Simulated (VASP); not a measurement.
# In2Se3 (P-3m1) in VASP: single point with PBEsol

Aim: the single point of In2Se3 with PBEsol.

Everything below comes from runs of VASP 6.6.1. Logs are shortened: lines on timing, memory, paths and dates and some standing lists are left out, and cuts for length are marked.

### 1 The cell of the first run

The structure is trigonal, space group P-3m1 (No. 164). The conventional cell has a = 3.946 Å, b = 3.946 Å, c = 9.576 Å, α = 90.00°, β = 90.00°, γ = 120.00°. In (site symmetry 3m) has 6 Se at 2.64 to 2.93 Å within 3.5 Å. Within 4.0 Å of Se (site symmetry -3m) lie 6 In at 2.93 Å and 12 Se at 3.92 to 3.95 Å. Within 3.5 Å of Se (site symmetry 3m) lie 3 In at 2.64 Å.

### 2 Single point, PBEsol

Input file INCAR:

```
SYSTEM = In2Se3
PREC = Accurate
ENCUT = 500
EDIFF = 1E-6
ISMEAR = 0
SIGMA = 0.1
LREAL = .False.
LASPH = .True.
NELM = 120
ALGO = Normal
ISIF = 2
LWAVE = .False.
LCHARG = .True.
GGA = PS
LELF = .True.
LVHAR = .True.
NBANDS = 30
GGA_COMPAT = .False.
```

Input file KPOINTS:

```
Automatic mesh
0
Gamma
  6 6 2
  0 0 0
```

Input file POSCAR:

```
In2Se3
1.0
    3.9460230515      0.0000000000      0.0000000000
   -1.9730115258      3.4173562065      0.0000000000
    0.0000000000      0.0000000000      9.5760204963
In Se
2 3
Direct
    0.3333333333      0.6666666667      0.8070301760
    0.6666666667      0.3333333333      0.1929698240
    0.0000000000      0.0000000000      0.0000000000
    0.3333333333      0.6666666667      0.3328851698
    0.6666666667      0.3333333333      0.6671148302
```

Potentials or basis: VASP PAW PBE potentials, release 64 (In_d, Se).

On the command line:

```
> cat potpaw_PBE.64/In_d/POTCAR potpaw_PBE.64/Se/POTCAR > POTCAR
> mpirun -np 1 vasp_std > vasp.out
```

OUTCAR:

```text
SYSTEM = In2Se3
   PREC = Accurate
   ENCUT = 500
   EDIFF = 1E-6
   ISMEAR = 0
   LREAL = .False.
   LASPH = .True.
   NELM = 120
   ISIF = 2
   GGA = PS

 ion  position               nearest neighbor table
   1  0.333  0.667  0.807-   5 2.64   5 2.64   5 2.64   3 2.93   3 2.93   3 2.93
   2  0.667  0.333  0.193-   4 2.64   4 2.64   4 2.64   3 2.93   3 2.93   3 2.93
   3  0.000  0.000  0.000-   1 2.93   2 2.93   2 2.93   1 2.93   2 2.93   1 2.93
   4  0.333  0.667  0.333-   2 2.64   2 2.64   2 2.64
   5  0.667  0.333  0.667-   1 2.64   1 2.64   1 2.64

  LATTYP: Found a hexagonal cell.
 ALAT       =     3.9460230515
 C/A-ratio  =     2.4267522950

  Lattice vectors:

 A1 = (   3.9460230515,   0.0000000000,   0.0000000000)
 A2 = (  -1.9730115258,   3.4173562065,   0.0000000000)
 A3 = (   0.0000000000,   0.0000000000,   9.5760204963)

Analysis of symmetry for initial positions (statically):
=====================================================================
 Subroutine PRICEL returns:
 Original cell was already a primitive cell.

 Routine SETGRP: Setting up the symmetry group for a
 hexagonal supercell.

 Subroutine GETGRP returns: Found 12 space group operations
 (whereof 12 operations were pure point group operations)
 out of a pool of 24 trial point group operations.

The static configuration has the point symmetry D_3d.

Analysis of symmetry for dynamics (positions and initial velocities):
=====================================================================
 Subroutine PRICEL returns:
 Original cell was already a primitive cell.

 Routine SETGRP: Setting up the symmetry group for a
 hexagonal supercell.

 Subroutine GETGRP returns: Found 12 space group operations
 (whereof 12 operations were pure point group operations)
 out of a pool of 24 trial point group operations.

The dynamic configuration has the point symmetry D_3d.

 Subroutine INISYM returns: Found 12 space group operations
 (whereof 12 operations are pure point group operations),
 and found     1 'primitive' translations

----------------------------------------------------------------------------------------

                                     Primitive cell

  volume of cell :     129.1323

  direct lattice vectors                    reciprocal lattice vectors
     3.946023052  0.000000000  0.000000000     0.253419706  0.146311935  0.000000000
    -1.973011526  3.417356207  0.000000000     0.000000000  0.292623870  0.000000000
     0.000000000  0.000000000  9.576020496     0.000000000  0.000000000  0.104427512

  length of vectors
     3.946023052  3.946023052  9.576020496     0.292623870  0.292623870  0.104427512

  position of ions in fractional coordinates (direct lattice)
     0.333333333  0.666666667  0.807030176
     0.666666667  0.333333333  0.192969824
     0.000000000  0.000000000  0.000000000
     0.333333333  0.666666667  0.332885170
     0.666666667  0.333333333  0.667114830

  ion indices of the primitive-cell ions
   primitive index   ion index
                 1           1
                 2           2
                 3           3
                 4           4
                 5           5

----------------------------------------------------------------------------------------

 KPOINTS: Automatic mesh

Automatic generation of k-mesh.
 Grid dimensions read from file:
 generate k-points for:    6    6    2

 Generating k-lattice:

  Cartesian coordinates                     Fractional coordinates (reciprocal lattice)
     0.042236618  0.024385323  0.000000000     0.166666667  0.000000000  0.000000000
     0.000000000  0.048770645  0.000000000     0.000000000  0.166666667  0.000000000
     0.000000000  0.000000000  0.052213756     0.000000000  0.000000000  0.500000000

  Length of vectors
     0.048770645  0.048770645  0.052213756

  Shift w.r.t. Gamma in fractional coordinates (k-lattice)
     0.000000000  0.000000000  0.000000000

 Subroutine IBZKPT returns following result:
 ===========================================

 Found     14 irreducible k-points:

 Following reciprocal coordinates:
            Coordinates               Weight
  0.000000  0.000000  0.000000      1.000000
  0.166667 -0.000000  0.000000      6.000000
  0.333333 -0.000000  0.000000      6.000000
  0.500000 -0.000000  0.000000      3.000000
  0.166667  0.166667  0.000000      6.000000
  0.333333  0.166667  0.000000     12.000000
  0.333333  0.333333  0.000000      2.000000
  0.000000  0.000000  0.500000      1.000000
  0.166667 -0.000000  0.500000      6.000000
  0.333333 -0.000000  0.500000      6.000000
  0.500000 -0.000000  0.500000      3.000000
  0.166667  0.166667  0.500000      6.000000
  0.333333  0.166667  0.500000     12.000000
  0.333333  0.333333  0.500000      2.000000
   k-points           NKPTS =     14   k-points in BZ     NKDIM =     14   number of bands    NBANDS=     30
   number of dos      NEDOS =    301   number of ions     NIONS =      5
   total plane-waves  NPLWV =  63000
   dimension x,y,z NGX =    30 NGY =   30 NGZ =   70
   dimension x,y,z NGXF=    60 NGYF=   60 NGZF=  140
   ions per type =               2   3
   NGX,Y,Z   is equivalent  to a cutoff of  12.64, 12.64, 12.15 a.u.
   NGXF,Y,Z  is equivalent  to a cutoff of  25.28, 25.28, 24.30 a.u.
 SYSTEM =  In2Se3
   PREC   = accura    normal or accurate (medium, high low for compatibility)
   ISTART =      0    job   : 0-new  1-cont  2-samecut
   ICHARG =      2    charge: 1-file 2-atom 10-const
   ISPIN  =      1    spin polarized calculation?
   LNONCOLLINEAR =      F non collinear calculations
   LSORBIT =      F    spin-orbit coupling
   LASPH  =      T    aspherical Exc in radial PAW
   ENCUT  =  500.0 eV  36.75 Ry    6.06 a.u.   7.19  7.19 17.46*2*pi/ulx,y,z
   NELM   =    120;   NELMIN=  2; NELMDL= -5     # of ELM steps
   EDIFF  = 0.1E-05   stopping-criterion for ELM
   LREAL  =      F    real-space projection
   EDIFFG = 0.1E-04   stopping-criterion for IOM
   NSW    =      0    number of steps for IOM
   IBRION =     -1    ionic relax: 0-MD 1-quasi-New 2-CG
   NFREE  =      0    steps in history (QN), initial steepest desc. (CG)
   ISIF   =      2    stress and relaxation
   ISYM   =      2    0-nonsym 1-usesym 2-fastsym
   POTIM  = 0.5000    time-step for ionic-motion
   TEBEG  =    0.0;   TEEND  =   0.0 temperature during run
   PSTRESS=    0.0 pullay stress
   NELECT =      44.0000    total number of electrons
   NUPDOWN=      -1.0000    fix difference up-down
   EMIN   =  10.00;   EMAX   =-10.00  energy-range for DOS
   EFERMI =   0.00;   METHOD = LEGACY
   ISMEAR =     0;   SIGMA  =   0.10  broadening in eV -4-tet -1-fermi 0-gaus
   EFERMI_NEDOS =   21; number of points for ismear=-14 and -15
   IALGO  =     38    algorithm
   IMIX   =      4    mixing-type and parameters
     AMIX     =   0.40;   BMIX     =  1.00
     AMIX_MAG =   1.60;   BMIX_MAG =  1.00
  volume/ion in A,a.u.               =      25.83       174.29
  Fermi-wavevector in a.u.,A,eV,Ry     =   1.143442  2.160792 17.789063  1.307459
  Thomas-Fermi vector in A             =   2.280137
   LORBIT       =      0    0 simple, 1 ext, 2 COOP (PROOUT), +10 PAW based schemes
   GGA     = PS    functional components
   LHFCALC =     F    Hartree Fock is set to
   AEXX    =    0.0000 exact exchange contribution
   IVDW    =     0    specifies the selected vdW correction
   LEPSILON=     F    determine dielectric tensor
   LRPA    =     F    only Hartree local field effects (RPA)
 non-spin polarized calculation
 Gauss-broadening in eV      SIGMA  =   0.10
  energy-cutoff  :      500.00
  volume of cell :      129.13
 maximum number of plane-waves:      3300
 NGX is ok and might be reduce to    30
   NGX = 15   NGY = 15   NGZ = 35

 number of electron      43.9999976 magnetization

 Free energy of the ion-electron system (eV)
  ---------------------------------------------------
  ext. energy  EPLUGINS =         0.00000000
  ---------------------------------------------------
  free energy    TOTEN  =       -19.87327613 eV

  energy without entropy =      -19.86593247  energy(sigma->0) =      -19.86960430

 E-fermi :   3.9205     XC(G=0):  -9.6246

 val. band max:        3.8937990111   @ k =   0.1667   0.1667   0.0000
 cond. band min:       4.4128644143   @ k =   0.5000  -0.0000   0.5000
 fundamental gap:      0.5190654032
 Fermi energy:         3.9205363529

 k-point     1 :       0.0000    0.0000    0.0000
  band No.  band energies     occupation
      1     -10.0835      2.00000
      2     -10.0835      2.00000
      3     -10.0697      2.00000
      4     -10.0697      2.00000
      5     -10.0615      2.00000
      6     -10.0604      2.00000
[... 22 lines left out ...]
     29      10.0699      0.00000
     30      10.0699      0.00000

 k-point     2 :       0.1667   -0.0000    0.0000
  band No.  band energies     occupation
      1     -10.2270      2.00000
      2     -10.1846      2.00000
      3     -10.0714      2.00000
      4     -10.0583      2.00000
      5     -10.0216      2.00000
      6     -10.0200      2.00000
[... 22 lines left out ...]
     29      10.5906      0.00000
     30      10.7261      0.00000

 k-point     3 :       0.3333   -0.0000    0.0000
  band No.  band energies     occupation
      1     -10.4271      2.00000
      2     -10.3318      2.00000
      3     -10.0632      2.00000
      4     -10.0435      2.00000
      5     -10.0242      2.00000
      6     -10.0017      2.00000
[... 22 lines left out ...]
     29       9.9529      0.00000
     30      11.2667      0.00000

 k-point     4 :       0.5000   -0.0000    0.0000
  band No.  band energies     occupation
      1     -10.5091      2.00000
      2     -10.3926      2.00000
      3     -10.0646      2.00000
      4     -10.0398      2.00000
      5     -10.0327      2.00000
      6     -10.0082      2.00000
[... 286 lines left out ...]
     29      10.6870      0.00000
     30      10.6992      0.00000

 k-point    13 :       0.3333    0.1667    0.5000
  band No.  band energies     occupation
      1     -10.4485      2.00000
      2     -10.3733      2.00000
      3     -10.1535      2.00000
      4     -10.0597      2.00000
      5     -10.0078      2.00000
      6      -9.9893      2.00000
[... 22 lines left out ...]
     29      10.5643      0.00000
     30      11.1249      0.00000

 k-point    14 :       0.3333    0.3333    0.5000
  band No.  band energies     occupation
      1     -10.3834      2.00000
      2     -10.3834      2.00000
      3     -10.2788      2.00000
      4     -10.0770      2.00000
      5      -9.9751      2.00000
      6      -9.9751      2.00000
[... 22 lines left out ...]
     29      11.3410      0.00000
     30      11.3410      0.00000

------------------------ aborting loop because EDIFF is reached ----------------------------------------

  FORCE on cell =-STRESS in cart. coord.  units (eV):
  Direction    XX          YY          ZZ          XY          YZ          ZX
  --------------------------------------------------------------------------------------
  -------------------------------------------------------------------------------------
  Total        0.1902140      0.1902140     -0.1003798     -0.0000000      0.0000000      0.0000000
  in kB        2.3600331      2.3600331     -1.2454380     -0.0000000      0.0000000      0.0000000
  external PRESSURE =       1.1582094 kB  Pullay stress =       0.0000000 kB

 VOLUME and BASIS-vectors are now :
 -----------------------------------------------------------------------------
  energy-cutoff  :      500.00
  volume of cell :      129.13
      direct lattice vectors                 reciprocal lattice vectors
     3.946023052  0.000000000  0.000000000     0.253419706  0.146311935  0.000000000
    -1.973011526  3.417356207  0.000000000     0.000000000  0.292623870  0.000000000
     0.000000000  0.000000000  9.576020496     0.000000000  0.000000000  0.104427512

 POSITION                                       TOTAL-FORCE (eV/Angst)
 -----------------------------------------------------------------------------------
     -0.00000      2.27824      7.72814        -0.000000     -0.000000      0.047741
      1.97301      1.13912      1.84788        -0.000000      0.000000     -0.047741
      0.00000      0.00000      0.00000         0.000000      0.000000      0.000000
     -0.00000      2.27824      3.18772         0.000000     -0.000000      0.067127
      1.97301      1.13912      6.38831        -0.000000      0.000000     -0.067127
 -----------------------------------------------------------------------------------
    total drift:                                0.000000      0.000000      0.000000

  FREE ENERGIE OF THE ION-ELECTRON SYSTEM (eV)
  ---------------------------------------------------
  free  energy   TOTEN  =       -19.8732761316 eV

  energy  without entropy=      -19.8659324658  energy(sigma->0) =      -19.86960430
```

It took 62 s on 1 thread of Intel Xeon 8259CL, shared host; peak memory 0.22 GiB.

What came out:

| Item | Value |
| --- | --- |
| Free energy | -19.8733 eV |
| Pressure | 0.1 GPa |
| Largest force | 0.067 eV/Å |
| Band gap on the k mesh | zero (bands 22 and 23 overlap by 0.03 eV) |

Forces in eV/Å, atoms in the order of the input:
```
In   0.000  0.000  0.048
In   0.000  0.000 -0.048
Se   0.000  0.000  0.000
Se   0.000  0.000  0.067
Se   0.000  0.000 -0.067
```

Stress tensor (GPa, compression positive):
```
 0.24  0.00  0.00
 0.00  0.24  0.00
 0.00  0.00 -0.12
```

Levels at points of the mesh, in eV from the Fermi level:
```tsv
k point	band 20	band 21	band 22	band 23	band 24	band 25
(0.00, 0.00, 0.00)	-0.19	-0.19	-0.19	0.83	2.96	3.05
(0.50, 0.00, 0.00)	-1.33	-0.87	-0.51	-0.06	2.88	3.89
(0.00, 0.00, 0.50)	-0.31	-0.29	-0.29	2.10	2.51	2.97
(0.50, 0.00, 0.50)	-1.55	-0.33	-0.20	0.49	2.32	3.40
```

Caveat: semilocal functionals underestimate gaps, and a narrow one can read as zero; the PAW data sets were made with another functional, which shifts forces and pressure a little; spin-orbit coupling is left out, which moves the levels of the heavy elements; this functional lacks dispersion, which binds layers or chains, so the pressure and a relaxed spacing across them are unreliable.

The gap in the log of VASP goes by the Fermi energy; the results here count the filled bands.